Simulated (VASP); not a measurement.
# Sn (Fd-3m) in VASP: notebook

The runs below take Sn through single point, relaxation of cell and atoms, with PBE.

Program: VASP 6.6.1. These are calculated values, not measurements. Logs are shortened: lines on timing, memory, paths and dates and some standing lists are left out, and cuts for length are marked.

### 1 The cell of the first run

It takes space group Fd-3m (No. 227, cubic). The conventional cell has a = 5.463 Å, b = 5.463 Å, c = 5.463 Å, α = 90.00°, β = 90.00°, γ = 90.00°. Sn (site symmetry -43m) has 4 Sn at 2.37 Å within 3.1 Å.

### 2 Single point, PBE

INCAR

```
PREC = Accurate
ENCUT = 520
EDIFF = 1E-7
ISMEAR = -1
SIGMA = 0.08
LREAL = False
LASPH = True
NELM = 60
ALGO = Normal
ISIF = 2
LWAVE = False
LCHARG = False
GGA = PE
NBANDS = 21
```

KPOINTS

```
Automatic mesh
0
Gamma
  12 12 12
```

POSCAR

```
Sn
1.0
    0.0000000000      2.7314506255      2.7314506255
    2.7314506255      0.0000000000      2.7314506255
    2.7314506255      2.7314506255      0.0000000000
Sn
2
Direct
   -0.1250000000     -0.1250000000     -0.1250000000
    0.1250000000      0.1250000000      0.1250000000
```

Potentials or basis: VASP PAW PBE potentials, release 64 (Sn_d).

Started as:

```
> cat potpaw_PBE.64/Sn_d/POTCAR > POTCAR
> mpirun -np 1 vasp_std > vasp.out
```

OUTCAR:

```text
PREC = Accurate
   ENCUT = 520
   EDIFF = 1E-7
   ISMEAR = -1
   LREAL = False
   LASPH = True
   NELM = 60
   ISIF = 2
   GGA = PE

 ion  position               nearest neighbor table
   1  0.875  0.875  0.875-   2 2.37   2 2.37   2 2.37   2 2.37
   2  0.125  0.125  0.125-   1 2.37   1 2.37   1 2.37   1 2.37

  LATTYP: Found a face centered cubic cell.
 ALAT       =     5.4629012510

  Lattice vectors:

 A1 = (   0.0000000000,   2.7314506255,   2.7314506255)
 A2 = (   2.7314506255,   0.0000000000,   2.7314506255)
 A3 = (   2.7314506255,   2.7314506255,   0.0000000000)

Analysis of symmetry for initial positions (statically):
=====================================================================
 Subroutine PRICEL returns:
 Original cell was already a primitive cell.

 Routine SETGRP: Setting up the symmetry group for a
 face centered cubic supercell.

 Subroutine GETGRP returns: Found 48 space group operations
 (whereof 12 operations were pure point group operations)
 out of a pool of 48 trial point group operations.

The static configuration has the point symmetry D_3d.
 The point group associated with its full space group is O_h .

Analysis of symmetry for dynamics (positions and initial velocities):
=====================================================================
 Subroutine PRICEL returns:
 Original cell was already a primitive cell.

 Routine SETGRP: Setting up the symmetry group for a
 face centered cubic supercell.

 Subroutine GETGRP returns: Found 48 space group operations
 (whereof 12 operations were pure point group operations)
 out of a pool of 48 trial point group operations.

The dynamic configuration has the point symmetry D_3d.
 The point group associated with its full space group is O_h .

 Subroutine INISYM returns: Found 48 space group operations
 (whereof 12 operations are pure point group operations),
 and found     1 'primitive' translations

----------------------------------------------------------------------------------------

                                     Primitive cell

  volume of cell :      40.7577

  direct lattice vectors                    reciprocal lattice vectors
     0.000000000  2.731450625  2.731450625    -0.183052915  0.183052915  0.183052915
[... 75 lines left out ...]
   NGXF,Y,Z  is equivalent  to a cutoff of  25.82, 25.82, 25.82 a.u.
 SYSTEM =  unknown system
   PREC   = accura    normal or accurate (medium, high low for compatibility)
   ISTART =      0    job   : 0-new  1-cont  2-samecut
   ICHARG =      2    charge: 1-file 2-atom 10-const
   ISPIN  =      1    spin polarized calculation?
   LNONCOLLINEAR =      F non collinear calculations
   LSORBIT =      F    spin-orbit coupling
   LASPH  =      T    aspherical Exc in radial PAW
   ENCUT  =  520.0 eV  38.22 Ry    6.18 a.u.   7.18  7.18  7.18*2*pi/ulx,y,z
   NELM   =     60;   NELMIN=  2; NELMDL= -5     # of ELM steps
   EDIFF  = 0.1E-06   stopping-criterion for ELM
   LREAL  =      F    real-space projection
   EDIFFG = 0.1E-05   stopping-criterion for IOM
   NSW    =      0    number of steps for IOM
   IBRION =     -1    ionic relax: 0-MD 1-quasi-New 2-CG
   NFREE  =      0    steps in history (QN), initial steepest desc. (CG)
   ISIF   =      2    stress and relaxation
   ISYM   =      2    0-nonsym 1-usesym 2-fastsym
   POTIM  = 0.5000    time-step for ionic-motion
   TEBEG  =    0.0;   TEEND  =   0.0 temperature during run
   PSTRESS=    0.0 pullay stress
   NELECT =      28.0000    total number of electrons
   NUPDOWN=      -1.0000    fix difference up-down
   EMIN   =  10.00;   EMAX   =-10.00  energy-range for DOS
   EFERMI =   0.00;   METHOD = LEGACY
   ISMEAR =    -1;   SIGMA  =   0.08  broadening in eV -4-tet -1-fermi 0-gaus
   EFERMI_NEDOS =   21; number of points for ismear=-14 and -15
   IALGO  =     38    algorithm
   IMIX   =      4    mixing-type and parameters
     AMIX     =   0.40;   BMIX     =  1.00
     AMIX_MAG =   1.60;   BMIX_MAG =  1.00
  volume/ion in A,a.u.               =      20.38       137.52
  Fermi-wavevector in a.u.,A,eV,Ry     =   1.444522  2.729751 28.390512  2.086644
  Thomas-Fermi vector in A             =   2.562807
   LORBIT       =      0    0 simple, 1 ext, 2 COOP (PROOUT), +10 PAW based schemes
   GGA     = PE    functional components
   LHFCALC =     F    Hartree Fock is set to
   AEXX    =    0.0000 exact exchange contribution
   IVDW    =     0    specifies the selected vdW correction
   LEPSILON=     F    determine dielectric tensor
   LRPA    =     F    only Hartree local field effects (RPA)
 non-spin polarized calculation
  energy-cutoff  :      520.00
  volume of cell :       40.76
 maximum number of plane-waves:      1113
 NGX is ok and might be reduce to    30
   NGX = 15   NGY = 15   NGZ = 15

 number of electron      28.0000010 magnetization

 Free energy of the ion-electron system (eV)
  ---------------------------------------------------
  ext. energy  EPLUGINS =         0.00000000
  ---------------------------------------------------
  free energy    TOTEN  =        -2.57699523 eV

  energy without entropy =       -2.57177538  energy(sigma->0) =       -2.57438531

 E-fermi :  12.8685     XC(G=0): -11.3984

 val. band max:       12.8584541378   @ k =   0.5000   0.5000   0.0000
 cond. band min:      12.9234458728   @ k =   0.5000   0.4167   0.0000
 fundamental gap:      0.0649917350
 Fermi energy:        12.8684619423

 k-point     1 :       0.0000    0.0000    0.0000
  band No.  band energies     occupation
      1     -10.9084      2.00000
      2     -10.9084      2.00000
      3     -10.9084      2.00000
      4     -10.7533      2.00000
      5     -10.7533      2.00000
      6      -9.6640      2.00000
[... 565 lines left out ...]
     20      21.9344      0.00000
     21      22.3797      0.00000

 [... further k-points ...]
[... 5 lines left out ...]
  --------------------------------------------------------------------------------------
  -------------------------------------------------------------------------------------
  Total       22.1509968     22.1509968     22.1509968     -0.0000000      0.0000000      0.0000000
  in kB      870.7506321    870.7506321    870.7506321     -0.0000000      0.0000000      0.0000000
  external PRESSURE =     870.7506321 kB  Pullay stress =       0.0000000 kB

 VOLUME and BASIS-vectors are now :
 -----------------------------------------------------------------------------
  energy-cutoff  :      520.00
  volume of cell :       40.76
      direct lattice vectors                 reciprocal lattice vectors
     0.000000000  2.731450625  2.731450625    -0.183052915  0.183052915  0.183052915
     2.731450625  0.000000000  2.731450625     0.183052915 -0.183052915  0.183052915
     2.731450625  2.731450625  0.000000000     0.183052915  0.183052915 -0.183052915

 POSITION                                       TOTAL-FORCE (eV/Angst)
 -----------------------------------------------------------------------------------
      4.78004      4.78004      4.78004        -0.000000     -0.000000     -0.000000
      0.68286      0.68286      0.68286         0.000000      0.000000      0.000000
 -----------------------------------------------------------------------------------
    total drift:                               -0.000000      0.000000      0.000000

  FREE ENERGIE OF THE ION-ELECTRON SYSTEM (eV)
  ---------------------------------------------------
  free  energy   TOTEN  =        -2.5769952299 eV

  energy  without entropy=       -2.5717753828  energy(sigma->0) =       -2.57438531
```

Wall time 64 s (1 thread of Intel Xeon Platinum 8488C (Sapphire Rapids), shared host); peak memory 0.19 GiB.

What came out:

```
Free energy            : -2.5770 eV
Pressure               : 87.1 GPa
Band gap on the k mesh : zero (band 14 reaches 13.30 eV, above the bottom of band 15 at 12.70 eV)
```

Levels at points of the mesh, in eV from the Fermi level:
```tsv
k point	band 10	band 11	band 12	band 13	band 14	band 15	band 16	band 17	band 18	band 19
(0.00, 0.00, 0.00)	-22.34	-15.17	0.43	0.43	0.43	2.16	2.16	2.16	3.47	5.10
(0.50, 0.00, 0.00)	-22.27	-12.02	-9.40	-1.96	-1.96	1.66	3.31	3.31	4.59	10.13
(0.50, 0.50, 0.00)	-22.19	-9.90	-9.90	-4.59	-4.59	-0.01	-0.01	11.42	11.42	12.51
```

Caveat: spin-orbit coupling is left out, which moves the levels of the heavy elements.

### 3 Single point, PBE

INCAR

```
SYSTEM = Sn
PREC     = Accurate       ! precision mode
ENCUT    = 520            ! plane-wave cutoff, eV
EDIFF    = 1E-6           ! SCF threshold, eV
ISMEAR   = -1             ! smearing method
SIGMA    = 0.08           ! smearing width, eV
LREAL    = .FALSE.        ! projectors in reciprocal space
LASPH    = .TRUE.         ! aspherical terms in the spheres
NELM     = 80             ! most SCF steps
ALGO     = Normal         ! electronic algorithm
ISIF     = 2              ! what is computed and relaxed
LWAVE    = .FALSE.        ! write WAVECAR
LCHARG   = .FALSE.        ! write CHGCAR
GGA      = PE             ! functional
NBANDS   = 21             ! bands
```

KPOINTS

```
regular mesh
0
G
  12 12 12
  0 0 0
```

POSCAR

```
Sn
1.0
    0.0000000000      2.7311753240      2.7311753240
    2.7311753240      0.0000000000      2.7311753240
    2.7311753240      2.7311753240      0.0000000000
Sn
2
Direct
   -0.1250000000     -0.1250000000     -0.1250000000
    0.1250000000      0.1250000000      0.1250000000
```

Potentials or basis: VASP PAW PBE potentials, release 64 (Sn_d).

Started as:

```
> cat potpaw_PBE.64/Sn_d/POTCAR > POTCAR
> mpirun -np 1 vasp_std > vasp.out
```

Run time: 64 s. Hardware: 1 thread of Intel Xeon Platinum 8488C (Sapphire Rapids), shared host; peak memory 0.19 GiB.

It converged, with:

| Item | Value |
| --- | --- |
| Free energy | -2.5703 eV |
| Pressure | 87.2 GPa |
| Band gap on the k mesh | zero (band 14 reaches 13.30 eV, above the bottom of band 15 at 12.71 eV) |

Levels at points of the mesh, in eV from the Fermi level:
| k point | band 10 | band 11 | band 12 | band 13 | band 14 | band 15 | band 16 | band 17 | band 18 | band 19 |
| --- | --- | --- | --- | --- | --- | --- | --- | --- | --- | --- |
| (0.00, 0.00, 0.00) | -22.34 | -15.17 | 0.43 | 0.43 | 0.43 | 2.16 | 2.16 | 2.16 | 3.47 | 5.10 |
| (0.50, 0.00, 0.00) | -22.27 | -12.02 | -9.40 | -1.96 | -1.96 | 1.66 | 3.31 | 3.31 | 4.59 | 10.13 |
| (0.50, 0.50, 0.00) | -22.19 | -9.90 | -9.90 | -4.59 | -4.59 | -0.01 | -0.01 | 11.42 | 11.42 | 12.51 |

Caveat: spin-orbit coupling is left out, which moves the levels of the heavy elements.

### 4 Relaxation of cell and atoms, PBE, target pressure 87 GPa, at which the enthalpy is minimised

This run uses another cell than the first one, of 17.81 Å³/atom, 0.874 times its volume.

INCAR

```
SYSTEM = Sn
PREC = Accurate
ENCUT = 600
EDIFF = 1E-6
ISMEAR = -1
SIGMA = 0.08
LREAL = .False.
LASPH = .True.
NELM = 60
ALGO = Normal
ISIF = 3
LWAVE = .False.
LCHARG = .False.
GGA = PE
IBRION = 2
NSW = 60
EDIFFG = -0.005
PSTRESS = 870.0
```

KPOINTS

```
regular mesh
0
Gamma
  12 12 12
  0 0 0
```

POSCAR

```
Sn
1.0
    0.0000000000      2.6112611390      2.6112611390
    2.6112611390      0.0000000000      2.6112611390
    2.6112611390      2.6112611390      0.0000000000
Sn
2
Direct
   -0.1250000000     -0.1250000000     -0.1250000000
    0.1250000000      0.1250000000      0.1250000000
```

Started as:

```
> cat potpaw_PBE.64/Sn_d/POTCAR > POTCAR
> mpirun -np 1 vasp_std > vasp.out
```

Run time: 4.9 min. Hardware: 1 thread of Intel Xeon 6975P-C, shared host; peak memory 0.21 GiB.

The run converged. Its results:

| Item | Value |
| --- | --- |
| Free energy | -2.5804 eV |
| Relaxed volume | 20.38 Å³/atom |
| Relaxed cell | a = 3.863 Å, b = 3.863 Å, c = 3.863 Å, α = 60.00°, β = 60.00°, γ = 60.00° |
| Space group after relaxing (to 0.05 Å) | Fd-3m (No. 227) |
| Energy change on relaxing (the enthalpy is what falls) | -1830.3 meV/atom |
| Ionic steps | 10 |
| Pressure after relaxing | 87.0 GPa |
| Band gap on the k mesh | zero (band 14 reaches 13.29 eV, above the bottom of band 15 at 12.70 eV) |

The path:
| step | energy change (eV) | largest force (eV/Å) | pressure (GPa) | volume (Å³) |
| --- | --- | --- | --- | --- |
| 1 | 0.0000 | 0.0000 | 146.07 | 35.61 |
| 2 | -8.6762 | 0.0000 | -3.08 | 81.29 |
| 3 | -4.8602 | 0.0000 | 68.34 | 43.26 |
| 4 | -3.8047 | 0.0000 | 84.74 | 41.04 |
| 5 | -3.6594 | 0.0000 | 87.17 | 40.76 |
| 6 | -3.7177 | 0.0000 | 86.04 | 40.87 |
| 7 | -3.3869 | 0.0000 | 91.33 | 40.27 |
| 8 | -3.6595 | 0.0000 | 87.04 | 40.76 |
| 9 | -3.6619 | 0.0000 | 86.95 | 40.77 |
| 10 | -3.6606 | 0.0000 | 86.97 | 40.77 |

Final structure:
```yaml
crystal:
  lattice:
    - [0.00000, 2.73165, 2.73165]
    - [2.73165, 0.00000, 2.73165]
    - [2.73165, 2.73165, 0.00000]
  atoms:
    - { symbol: Sn, position: [0.87500, 0.87500, 0.87500] }
    - { symbol: Sn, position: [0.12500, 0.12500, 0.12500] }
```

Levels at points of the mesh, in eV from the Fermi level:
```
           k point  band 10  band 11  band 12  band 13  band 14  band 15  band 16  band 17  band 18
(0.00, 0.00, 0.00)   -22.34   -15.17     0.43     0.43     0.43     2.16     2.16     2.16     3.47
(0.50, 0.00, 0.00)   -22.27   -12.02    -9.40    -1.96    -1.96     1.65     3.31     3.31     4.59
(0.50, 0.50, 0.00)   -22.19    -9.90    -9.90    -4.59    -4.59    -0.01    -0.01    11.42    11.42
```

Caveat: the cell is relaxed towards a set pressure, so the enthalpy falls and the energy may rise; spin-orbit coupling is left out, which moves the levels of the heavy elements.

### 5 Relaxation of cell and atoms, PBE, target pressure 87 GPa, at which the enthalpy is minimised

INCAR

```
SYSTEM = Sn
PREC = Accurate ; ENCUT = 600
EDIFF = 1E-6 ; ISMEAR = -1
SIGMA = 0.08 ; LREAL = .FALSE.
LASPH = .TRUE. ; NELM = 80
ALGO = Normal ; ISIF = 3
LWAVE = .FALSE. ; LCHARG = .FALSE.
GGA = PE ; IBRION = 2
NSW = 32 ; EDIFFG = -0.005
PSTRESS = 870.0
```

KPOINTS

```
Automatic mesh
0
G
  12 12 12
  0 0 0
```

POSCAR

```
Sn
1.0
    0.0000000000      2.7314506255      2.7314506255
    2.7314506255      0.0000000000      2.7314506255
    2.7314506255      2.7314506255      0.0000000000
Sn
2
Direct
   -0.1250000000     -0.1250000000     -0.1250000000
    0.1250000000      0.1250000000      0.1250000000
```

Started as:

```
> cat potpaw_PBE.64/Sn_d/POTCAR > POTCAR
> mpirun -np 1 vasp_std > vasp.out
```

Run time: 93 s. Hardware: 1 thread of Intel Xeon 6975P-C, shared host; peak memory 0.21 GiB.

It converged, with:

```
Free energy                                            : -2.5893 eV
Relaxed volume                                         : 20.39 Å³/atom
Relaxed cell                                           : a = 3.864 Å, b = 3.864 Å, c = 3.864 Å, α = 60.00°, β = 60.00°, γ = 60.00°
Space group after relaxing (to 0.05 Å)                 : Fd-3m (No. 227)
Energy change on relaxing (the enthalpy is what falls) : -6.0 meV/atom
Ionic steps                                            : 5
Pressure after relaxing                                : 87.0 GPa
Band gap on the k mesh                                 : zero (band 14 reaches 13.29 eV, above the bottom of band 15 at 12.70 eV)
```

Step by step:
```tsv
step	energy change (eV)	largest force (eV/Å)	pressure (GPa)	volume (Å³)
1	0.0000	0.0000	87.19	40.76
2	-0.0760	0.0000	85.86	40.90
3	-0.0113	0.0000	87.04	40.78
4	-0.0136	0.0000	86.90	40.78
5	-0.0120	0.0000	86.99	40.78
```

Final structure:
```
Sn
1.0
     0.00000    2.73194    2.73194
     2.73194    0.00000    2.73194
     2.73194    2.73194    0.00000
Sn
2
Direct
  0.87500 0.87500 0.87500
  0.12500 0.12500 0.12500
```

Levels at points of the mesh, in eV from the Fermi level:
| k point | band 11 | band 12 | band 13 | band 14 | band 15 | band 16 | band 17 | band 18 |
| --- | --- | --- | --- | --- | --- | --- | --- | --- |
| (0.00, 0.00, 0.00) | -15.16 | 0.43 | 0.43 | 0.43 | 2.16 | 2.16 | 2.16 | 3.46 |
| (0.50, 0.00, 0.00) | -12.02 | -9.39 | -1.96 | -1.96 | 1.65 | 3.31 | 3.31 | 4.59 |
| (0.50, 0.50, 0.00) | -9.90 | -9.90 | -4.59 | -4.59 | -0.01 | -0.01 | 11.42 | 11.42 |

Caveat: the cell is relaxed towards a set pressure, so the enthalpy falls and the energy may rise; spin-orbit coupling is left out, which moves the levels of the heavy elements.

### 6 Summary

| task | cell | cutoff (eV) | gap on the mesh (eV) | pressure (GPa) |
| --- | --- | --- | --- | --- |
| single point | a = 3.863 Å, angles 60.0°, 2 atoms | 520 | none | 87.1 |
| single point | a = 3.862 Å, angles 60.0°, 2 atoms | 520 | none | 87.2 |
| relaxation of cell and atoms | relaxed to 87 GPa from a = 3.693 Å, angles 60.0°, 2 atoms | 600 | none | 87.0 |
| relaxation of cell and atoms | relaxed to 87 GPa from a = 3.863 Å, angles 60.0°, 2 atoms | 600 | none | 87.0 |

Alike in all rows: level PBE; potentials or basis VASP PAW PBE potentials, release 64 (Sn_d); no spin polarisation; k mesh 12 × 12 × 12; smearing fermi-dirac 0.08 eV.

Caveats: spin-orbit coupling is left out, which moves the levels of the heavy elements; the cell is relaxed towards a set pressure, so the enthalpy falls and the energy may rise (some runs).

Total energies depend on the potentials used, so only differences within one code and one set of settings carry meaning.
